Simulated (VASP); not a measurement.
# B3P (Pm-3m) in VASP: further runs

The runs below take B3P through single point, relaxation of cell and atoms, with PBE.

Program: VASP 6.6.1. These are calculated values, not measurements. Logs are shortened: lines on timing, memory, paths and dates and some standing lists are left out, and cuts for length are marked.

### 1 The cell of the first run

Symmetry: Pm-3m, No. 221, cubic system. Conventional cell: a = 4.594 Å, b = 4.594 Å, c = 4.594 Å, α = 90.00°, β = 90.00°, γ = 90.00°. B (site symmetry 4mm) has 1 P at 1.35 Å within 1.8 Å. Within 1.8 Å of P (site symmetry m-3m) lie 6 B at 1.35 Å. P (site symmetry m-3m) has 24 B at 3.38 Å and 8 P at 3.98 Å within 4.4 Å.

The cell was built from a structure type or drawn by symmetry, and may not be a known phase.

### 2 Single point, PBE

The input, INCAR:

```
SYSTEM = B3P
PREC = Accurate ; ENCUT = 500
EDIFF = 1E-6 ; ISMEAR = 0
SIGMA = 0.1 ; LREAL = .False.
LASPH = .True. ; NELM = 120
ALGO = Normal ; ISIF = 2
LWAVE = .False. ; LCHARG = .False.
GGA = PE ; NBANDS = 24
GGA_COMPAT = .False.
```

The input, KPOINTS:

```
Automatic mesh
0
Gamma
  4 4 4
  0 0 0
```

The input, POSCAR:

```
B3P
1.0
    4.5943343600      0.0000000000      0.0000000000
    0.0000000000      4.5943343600      0.0000000000
    0.0000000000      0.0000000000      4.5943343600
B P
6 2
Direct
    0.2947778500      0.0000000000      0.0000000000
    0.7052221500      0.0000000000      0.0000000000
    0.0000000000      0.2947778500      0.0000000000
    0.0000000000      0.7052221500      0.0000000000
    0.0000000000      0.0000000000      0.2947778500
    0.0000000000      0.0000000000      0.7052221500
    0.0000000000      0.0000000000      0.0000000000
    0.5000000000      0.5000000000      0.5000000000
```

Potentials or basis: VASP PAW PBE potentials, release 64 (B, P).

Launch:

```sh
$ cat potpaw_PBE.64/B/POTCAR potpaw_PBE.64/P/POTCAR > POTCAR
$ mpirun -np 1 vasp_std > vasp.out
```

OUTCAR:

```text
SYSTEM = B3P
   PREC = Accurate
   ENCUT = 500
   EDIFF = 1E-6
   ISMEAR = 0
   LREAL = .False.
   LASPH = .True.
   NELM = 120
   ISIF = 2
   GGA = PE

 ion  position               nearest neighbor table
   1  0.295  0.000  0.000-   7 1.35   2 1.89   4 1.92   5 1.92   6 1.92   3 1.92
   2  0.705  0.000  0.000-   7 1.35   1 1.89   4 1.92   5 1.92   6 1.92   3 1.92
   3  0.000  0.295  0.000-   7 1.35   4 1.89   1 1.92   5 1.92   6 1.92   2 1.92
   4  0.000  0.705  0.000-   7 1.35   3 1.89   1 1.92   5 1.92   6 1.92   2 1.92
   5  0.000  0.000  0.295-   7 1.35   6 1.89   3 1.92   4 1.92   1 1.92   2 1.92
   6  0.000  0.000  0.705-   7 1.35   5 1.89   3 1.92   4 1.92   1 1.92   2 1.92
   7  0.000  0.000  0.000-   1 1.35   2 1.35   3 1.35   4 1.35   5 1.35   6 1.35
   8  0.500  0.500  0.500-

  LATTYP: Found a simple cubic cell.
 ALAT       =     4.5943343600

  Lattice vectors:

 A1 = (   4.5943343600,   0.0000000000,   0.0000000000)
 A2 = (   0.0000000000,   4.5943343600,   0.0000000000)
 A3 = (   0.0000000000,   0.0000000000,   4.5943343600)

Analysis of symmetry for initial positions (statically):
=====================================================================
 Subroutine PRICEL returns:
 Original cell was already a primitive cell.

 Routine SETGRP: Setting up the symmetry group for a
 simple cubic supercell.

 Subroutine GETGRP returns: Found 48 space group operations
 (whereof 48 operations were pure point group operations)
 out of a pool of 48 trial point group operations.

The static configuration has the point symmetry O_h .

Analysis of symmetry for dynamics (positions and initial velocities):
=====================================================================
 Subroutine PRICEL returns:
 Original cell was already a primitive cell.

 Routine SETGRP: Setting up the symmetry group for a
 simple cubic supercell.

 Subroutine GETGRP returns: Found 48 space group operations
 (whereof 48 operations were pure point group operations)
 out of a pool of 48 trial point group operations.

The dynamic configuration has the point symmetry O_h .

 Subroutine INISYM returns: Found 48 space group operations
 (whereof 48 operations are pure point group operations),
 and found     1 'primitive' translations

----------------------------------------------------------------------------------------

                                     Primitive cell

  volume of cell :      96.9768

  direct lattice vectors                    reciprocal lattice vectors
     4.594334360  0.000000000  0.000000000     0.217659387  0.000000000  0.000000000
     0.000000000  4.594334360  0.000000000     0.000000000  0.217659387  0.000000000
     0.000000000  0.000000000  4.594334360     0.000000000  0.000000000  0.217659387

  length of vectors
     4.594334360  4.594334360  4.594334360     0.217659387  0.217659387  0.217659387

  position of ions in fractional coordinates (direct lattice)
     0.294777850  0.000000000  0.000000000
     0.705222150  0.000000000  0.000000000
     0.000000000  0.294777850  0.000000000
     0.000000000  0.705222150  0.000000000
     0.000000000  0.000000000  0.294777850
     0.000000000  0.000000000  0.705222150
     0.000000000  0.000000000  0.000000000
     0.500000000  0.500000000  0.500000000

  ion indices of the primitive-cell ions
   primitive index   ion index
                 1           1
                 2           2
                 3           3
                 4           4
                 5           5
                 6           6
                 7           7
                 8           8

----------------------------------------------------------------------------------------

 KPOINTS: Automatic mesh

Automatic generation of k-mesh.
 Grid dimensions read from file:
 generate k-points for:    4    4    4

 Generating k-lattice:

  Cartesian coordinates                     Fractional coordinates (reciprocal lattice)
     0.054414847  0.000000000  0.000000000     0.250000000  0.000000000  0.000000000
     0.000000000  0.054414847  0.000000000     0.000000000  0.250000000  0.000000000
     0.000000000  0.000000000  0.054414847     0.000000000  0.000000000  0.250000000

  Length of vectors
     0.054414847  0.054414847  0.054414847

  Shift w.r.t. Gamma in fractional coordinates (k-lattice)
     0.000000000  0.000000000  0.000000000

 Subroutine IBZKPT returns following result:
 ===========================================

 Found     10 irreducible k-points:

 Following reciprocal coordinates:
            Coordinates               Weight
  0.000000  0.000000  0.000000      1.000000
  0.250000  0.000000  0.000000      6.000000
  0.500000  0.000000  0.000000      3.000000
  0.250000  0.250000  0.000000     12.000000
  0.500000  0.250000  0.000000     12.000000
  0.500000  0.500000  0.000000      3.000000
  0.250000  0.250000  0.250000      8.000000
  0.500000  0.250000  0.250000     12.000000
  0.500000  0.500000  0.250000      6.000000
  0.500000  0.500000  0.500000      1.000000
   k-points           NKPTS =     10   k-points in BZ     NKDIM =     10   number of bands    NBANDS=     24
   number of dos      NEDOS =    301   number of ions     NIONS =      8
   total plane-waves  NPLWV =  46656
   dimension x,y,z NGX =    36 NGY =   36 NGZ =   36
   dimension x,y,z NGXF=    72 NGYF=   72 NGZF=   72
   ions per type =               6   2
   NGX,Y,Z   is equivalent  to a cutoff of  13.03, 13.03, 13.03 a.u.
   NGXF,Y,Z  is equivalent  to a cutoff of  26.05, 26.05, 26.05 a.u.
 SYSTEM =  B3P
   PREC   = accura    normal or accurate (medium, high low for compatibility)
   ISTART =      0    job   : 0-new  1-cont  2-samecut
   ICHARG =      2    charge: 1-file 2-atom 10-const
   ISPIN  =      1    spin polarized calculation?
   LNONCOLLINEAR =      F non collinear calculations
   LSORBIT =      F    spin-orbit coupling
   LASPH  =      T    aspherical Exc in radial PAW
   ENCUT  =  500.0 eV  36.75 Ry    6.06 a.u.   8.38  8.38  8.38*2*pi/ulx,y,z
   NELM   =    120;   NELMIN=  2; NELMDL= -5     # of ELM steps
   EDIFF  = 0.1E-05   stopping-criterion for ELM
   LREAL  =      F    real-space projection
   EDIFFG = 0.1E-04   stopping-criterion for IOM
   NSW    =      0    number of steps for IOM
   IBRION =     -1    ionic relax: 0-MD 1-quasi-New 2-CG
   NFREE  =      0    steps in history (QN), initial steepest desc. (CG)
   ISIF   =      2    stress and relaxation
   ISYM   =      2    0-nonsym 1-usesym 2-fastsym
   POTIM  = 0.5000    time-step for ionic-motion
   TEBEG  =    0.0;   TEEND  =   0.0 temperature during run
   PSTRESS=    0.0 pullay stress
   NELECT =      28.0000    total number of electrons
   NUPDOWN=      -1.0000    fix difference up-down
   EMIN   =  10.00;   EMAX   =-10.00  energy-range for DOS
   EFERMI =   0.00;   METHOD = LEGACY
   ISMEAR =     0;   SIGMA  =   0.10  broadening in eV -4-tet -1-fermi 0-gaus
   EFERMI_NEDOS =   21; number of points for ismear=-14 and -15
   IALGO  =     38    algorithm
   IMIX   =      4    mixing-type and parameters
     AMIX     =   0.40;   BMIX     =  1.00
     AMIX_MAG =   1.60;   BMIX_MAG =  1.00
  volume/ion in A,a.u.               =      12.12        81.80
  Fermi-wavevector in a.u.,A,eV,Ry     =   1.082027  2.044735 15.929473  1.170783
  Thomas-Fermi vector in A             =   2.218059
   LORBIT       =      0    0 simple, 1 ext, 2 COOP (PROOUT), +10 PAW based schemes
   GGA     = PE    functional components
   LHFCALC =     F    Hartree Fock is set to
   AEXX    =    0.0000 exact exchange contribution
   IVDW    =     0    specifies the selected vdW correction
   LEPSILON=     F    determine dielectric tensor
   LRPA    =     F    only Hartree local field effects (RPA)
 non-spin polarized calculation
 Gauss-broadening in eV      SIGMA  =   0.10
  energy-cutoff  :      500.00
  volume of cell :       96.98
 maximum number of plane-waves:      2517
 NGX is ok and might be reduce to    36
   NGX = 17   NGY = 17   NGZ = 17

 number of electron      28.0000000 magnetization

 Free energy of the ion-electron system (eV)
  ---------------------------------------------------
  ext. energy  EPLUGINS =         0.00000000
  ---------------------------------------------------
  free energy    TOTEN  =        -2.31253656 eV

  energy without entropy =       -2.26330582  energy(sigma->0) =       -2.28792119

 E-fermi :   4.4935     XC(G=0):  -9.6960

 val. band max:        4.4770229104   @ k =   0.5000   0.5000   0.2500
 cond. band min:       4.5559339442   @ k =   0.5000   0.5000   0.5000
 fundamental gap:      0.0789110338
 Fermi energy:         4.4934524083

 k-point     1 :       0.0000    0.0000    0.0000
  band No.  band energies     occupation
      1     -16.7796      2.00000
      2      -8.8629      2.00000
      3      -8.8629      2.00000
      4      -8.8629      2.00000
      5      -5.1024      2.00000
      6      -1.7392      2.00000
[... 16 lines left out ...]
     23      11.2271      0.00000
     24      11.2271      0.00000

 k-point     2 :       0.2500    0.0000    0.0000
  band No.  band energies     occupation
      1     -16.7641      2.00000
      2      -9.0549      2.00000
      3      -8.8215      2.00000
      4      -8.8215      2.00000
      5      -4.7031      2.00000
      6      -2.2543      2.00000
[... 16 lines left out ...]
     23      11.1345      0.00000
     24      11.9688      0.00000

 k-point     3 :       0.5000    0.0000    0.0000
  band No.  band energies     occupation
      1     -16.7483      2.00000
      2      -9.2269      2.00000
      3      -8.7788      2.00000
      4      -8.7788      2.00000
      5      -4.1285      2.00000
      6      -2.9579      2.00000
[... 16 lines left out ...]
     23      10.7861      0.00000
     24      11.5470      0.00000
[... 136 lines left out ...]
 k-point     9 :       0.5000    0.5000    0.2500
  band No.  band energies     occupation
      1     -16.7073      2.00000
      2      -9.0364      2.00000
      3      -9.0364      2.00000
      4      -8.8459      2.00000
      5      -4.2077      2.00000
      6      -1.9438      2.00000
[... 16 lines left out ...]
     23       9.9278      0.00000
     24      10.4647      0.00000

 k-point    10 :       0.5000    0.5000    0.5000
  band No.  band energies     occupation
      1     -16.6942      2.00000
      2      -8.9834      2.00000
      3      -8.9834      2.00000
      4      -8.9834      2.00000
      5      -3.9030      2.00000
      6      -2.3513      2.00000
[... 16 lines left out ...]
     23       9.7454      0.00000
     24      10.7880      0.00000

------------------------ aborting loop because EDIFF is reached ----------------------------------------

  FORCE on cell =-STRESS in cart. coord.  units (eV):
  Direction    XX          YY          ZZ          XY          YZ          ZX
  --------------------------------------------------------------------------------------
  -------------------------------------------------------------------------------------
  Total       72.2792163     72.2792163     72.2792163     -0.0000000      0.0000000     -0.0000000
  in kB     1194.1426827   1194.1426827   1194.1426827     -0.0000000      0.0000000     -0.0000000
  external PRESSURE =    1194.1426827 kB  Pullay stress =       0.0000000 kB

 VOLUME and BASIS-vectors are now :
 -----------------------------------------------------------------------------
  energy-cutoff  :      500.00
  volume of cell :       96.98
      direct lattice vectors                 reciprocal lattice vectors
     4.594334360  0.000000000  0.000000000     0.217659387  0.000000000  0.000000000
     0.000000000  4.594334360  0.000000000     0.000000000  0.217659387  0.000000000
     0.000000000  0.000000000  4.594334360     0.000000000  0.000000000  0.217659387

 POSITION                                       TOTAL-FORCE (eV/Angst)
 -----------------------------------------------------------------------------------
      1.35431      0.00000      0.00000        31.412447     -0.000000      0.000000
      3.24003      0.00000      0.00000       -31.412447     -0.000000     -0.000000
      0.00000      1.35431      0.00000        -0.000000     31.412447     -0.000000
      0.00000      3.24003      0.00000         0.000000    -31.412447      0.000000
      0.00000      0.00000      1.35431        -0.000000     -0.000000     31.412447
      0.00000      0.00000      3.24003         0.000000     -0.000000    -31.412447
      0.00000      0.00000      0.00000         0.000000     -0.000000      0.000000
      2.29717      2.29717      2.29717         0.000000     -0.000000      0.000000
 -----------------------------------------------------------------------------------
    total drift:                               -0.000000      0.000000      0.000000

  FREE ENERGIE OF THE ION-ELECTRON SYSTEM (eV)
  ---------------------------------------------------
  free  energy   TOTEN  =        -2.3125365554 eV

  energy  without entropy=       -2.2633058164  energy(sigma->0) =       -2.28792119
```

Wall time 44 s (1 thread of Intel Xeon Platinum 8259CL at 2.50GHz (Skylake/Cascade Lake), shared host); peak memory 0.2 GiB.

Results:

| Property | Result |
| --- | --- |
| Free energy | -2.3125 eV |
| Pressure | 119.4 GPa |
| Largest force | 31.412 eV/Å |
| Band gap on the k mesh | zero (bands 14 and 15 overlap by 0.52 eV) |

Forces on the atoms (eV/Å):
```
B    31.412   0.000   0.000
B   -31.412   0.000   0.000
B     0.000  31.412   0.000
B     0.000 -31.412   0.000
B     0.000   0.000  31.412
B     0.000   0.000 -31.412
P     0.000   0.000   0.000
P     0.000   0.000   0.000
```

Caveat: the cell stands under pressure; semilocal functionals underestimate gaps, so a narrow gap can read as zero; forces of over 1 eV/Å act on the atoms, so gaps and moduli don't describe the material at rest.

### 3 Single point, PBE

This run uses another cell than the first one, of 18.59 Å³/atom.

The input, INCAR:

```
SYSTEM = B3P
ALGO = Normal ; EDIFF = 1E-6
ENCUT = 500 ; GGA = PE
GGA_COMPAT = .False. ; ISIF = 2
ISMEAR = 0 ; LASPH = .True.
LCHARG = .False. ; LREAL = .False.
LWAVE = .False. ; NBANDS = 24
NELM = 120 ; PREC = Accurate
SIGMA = 0.1
```

The input, KPOINTS:

```
k-points
0
Gamma
  8 8 8
  0 0 0
```

The input, POSCAR:

```
B3P
1.0
    5.2978942227      0.0000000000      0.0000000000
    0.0000000000      5.2978942227      0.0000000000
    0.0000000000      0.0000000000      5.2978942227
B P
6 2
Direct
    0.3511956519      0.0000000000      0.0000000000
    0.6488043481      0.0000000000      0.0000000000
    0.0000000000      0.3511956519      0.0000000000
    0.0000000000      0.6488043481      0.0000000000
    0.0000000000      0.0000000000      0.3511956519
    0.0000000000      0.0000000000      0.6488043481
    0.0000000000      0.0000000000      0.0000000000
    0.5000000000      0.5000000000      0.5000000000
```

Potentials or basis: VASP PAW PBE potentials, release 64 (B, P).

Launch:

```sh
$ cat potpaw_PBE.64/B/POTCAR potpaw_PBE.64/P/POTCAR > POTCAR
$ mpirun -np 1 vasp_std > vasp.out
```

Run time: 2.4 min. Hardware: 1 thread of Intel Xeon Platinum 8259CL at 2.50GHz (Skylake/Cascade Lake), shared host; peak memory 0.28 GiB.

It converged, with:

```yaml
Free_energy: -33.6290 eV
Pressure: -0.1 GPa
Largest_force: 0.027 eV/Å
Band_gap_on_the_k_mesh: zero (bands 14 and 15 overlap by 0.81 eV)
```

Forces on the atoms (eV/Å):
```
B   -0.027  0.000  0.000
B    0.027  0.000  0.000
B    0.000 -0.027  0.000
B    0.000  0.027  0.000
B    0.000  0.000 -0.027
B    0.000  0.000  0.027
P    0.000  0.000  0.000
P    0.000  0.000  0.000
```

Levels at points of the mesh, in eV from the Fermi level:
```
           k point  band 11  band 12  band 13  band 14  band 15  band 16  band 17  band 18
(0.00, 0.00, 0.00)    -0.76     0.32     0.32     0.32     0.52     0.52     0.62     0.62
(0.50, 0.00, 0.00)    -0.75    -0.30    -0.01     0.36     0.36     0.43     0.43     0.55
(0.50, 0.50, 0.00)    -1.55    -1.11    -1.02    -1.02    -0.22    -0.20     1.31     1.31
(0.50, 0.50, 0.50)    -3.08    -1.09    -1.09     0.51     0.51     0.51     1.94     1.94
```

### 4 Relaxation of cell and atoms, PBE

This run uses another cell than the first one, of 18.71 Å³/atom.

The input, INCAR:

```
SYSTEM = B3P
PREC = Accurate ; ENCUT = 500
EDIFF = 1E-7 ; ISMEAR = 0
SIGMA = 0.1 ; LREAL = .FALSE.
LASPH = .TRUE. ; NELM = 120
ALGO = Normal ; ISIF = 3
LWAVE = .FALSE. ; LCHARG = .FALSE.
GGA = PE ; IBRION = 2
NSW = 100 ; EDIFFG = -0.01
GGA_COMPAT = .FALSE. ; NELMIN = 4
```

The input, KPOINTS:

```
regular mesh
0
G
  8 8 8
  0 0 0
```

The input, POSCAR:

```
B3P
1.0
    5.3091964799      0.0000000000      0.0000000000
    0.0000000000      5.3091964799      0.0000000000
    0.0000000000      0.0000000000      5.3091964799
B P
6 2
Direct
    0.3516045678      0.0000000000      0.0000000000
    0.6483954322      0.0000000000      0.0000000000
    0.0000000000      0.3516045678      0.0000000000
    0.0000000000      0.6483954322      0.0000000000
    0.0000000000      0.0000000000      0.3516045678
    0.0000000000      0.0000000000      0.6483954322
    0.0000000000      0.0000000000      0.0000000000
    0.5000000000      0.5000000000      0.5000000000
```

Launch:

```sh
$ cat potpaw_PBE.64/B/POTCAR potpaw_PBE.64/P/POTCAR > POTCAR
$ mpirun -np 1 vasp_std > vasp.out
```

Run time: 6.1 min. Hardware: 1 thread of Intel Xeon Platinum 8259CL at 2.50GHz (Skylake/Cascade Lake), shared host; peak memory 0.28 GiB.

Results (log left out):

```
Free energy                           : -33.6294 eV
Relaxed volume                        : 18.54 Å³/atom
Relaxed cell                          : a = 5.294 Å, b = 5.294 Å, c = 5.294 Å, α = 90.00°, β = 90.00°, γ = 90.00°
Space group after relaxing (to 0.1 Å) : Pm-3m (No. 221)
Energy gained by relaxing             : 0.4 meV/atom
Ionic steps                           : 5
Pressure after relaxing               : 0.0 GPa
Band gap on the k mesh                : zero (bands 14 and 15 overlap by 0.81 eV)
```

Step by step:
| step | energy change (eV) | largest force (eV/Å) | pressure (GPa) | volume (Å³) |
| --- | --- | --- | --- | --- |
| 1 | 0.0000 | 0.1440 | -0.55 | 149.65 |
| 2 | -0.0002 | 0.2488 | 0.00 | 148.27 |
| 3 | -0.0028 | 0.0566 | -0.27 | 148.95 |
| 4 | -0.0033 | 0.0257 | 0.13 | 148.09 |
| 5 | -0.0034 | 0.0004 | 0.00 | 148.36 |

Final structure:
```yaml
crystal:
  lattice:
    - [5.29381, 0.00000, 0.00000]
    - [0.00000, 5.29381, 0.00000]
    - [0.00000, 0.00000, 5.29381]
  atoms:
    - { symbol: B, position: [0.35110, 0.00000, 0.00000] }
    - { symbol: B, position: [0.64890, 0.00000, 0.00000] }
    - { symbol: B, position: [0.00000, 0.35110, 0.00000] }
    - { symbol: B, position: [0.00000, 0.64890, 0.00000] }
    - { symbol: B, position: [0.00000, 0.00000, 0.35110] }
    - { symbol: B, position: [0.00000, 0.00000, 0.64890] }
    - { symbol: P, position: [0.00000, 0.00000, 0.00000] }
    - { symbol: P, position: [0.50000, 0.50000, 0.50000] }
```

Levels at points of the mesh, in eV from the Fermi level:
```csv
k point,band 11,band 12,band 13,band 14,band 15,band 16,band 17,band 18
"(0.00, 0.00, 0.00)",-0.76,0.32,0.32,0.32,0.52,0.52,0.61,0.61
"(0.50, 0.00, 0.00)",-0.75,-0.30,-0.01,0.36,0.36,0.43,0.43,0.59
"(0.50, 0.50, 0.00)",-1.55,-1.11,-1.02,-1.02,-0.22,-0.20,1.32,1.32
"(0.50, 0.50, 0.50)",-3.09,-1.09,-1.09,0.51,0.51,0.51,1.94,1.94
```

### 5 Overview

| task | cell | k mesh | gap on the mesh (eV) | pressure (GPa) | largest force (eV/Å) |
| --- | --- | --- | --- | --- | --- |
| single point | a = 4.594 Å, 8 atoms, atomic positions A | 4 × 4 × 4 | none | 119.4 | 31.41 |
| single point | a = 5.298 Å, 8 atoms, atomic positions B | 8 × 8 × 8 | none | -0.1 | 0.03 |
| relaxation of cell and atoms | relaxed from a = 5.309 Å, 8 atoms, atomic positions B | 8 × 8 × 8 | none | 0.0 | - |

Alike in all rows: level PBE; potentials or basis VASP PAW PBE potentials, release 64 (B, P); no spin polarisation; cutoff (eV) 500; smearing gaussian 0.1 eV.

Caveats: the cell stands under pressure (at least some runs); semilocal functionals underestimate gaps, so a narrow gap can read as zero (at least some runs); forces of over 1 eV/Å act on the atoms, so gaps and moduli don't describe the material at rest (at least some runs).

Absolute energies hang on the potentials; compare differences alone.
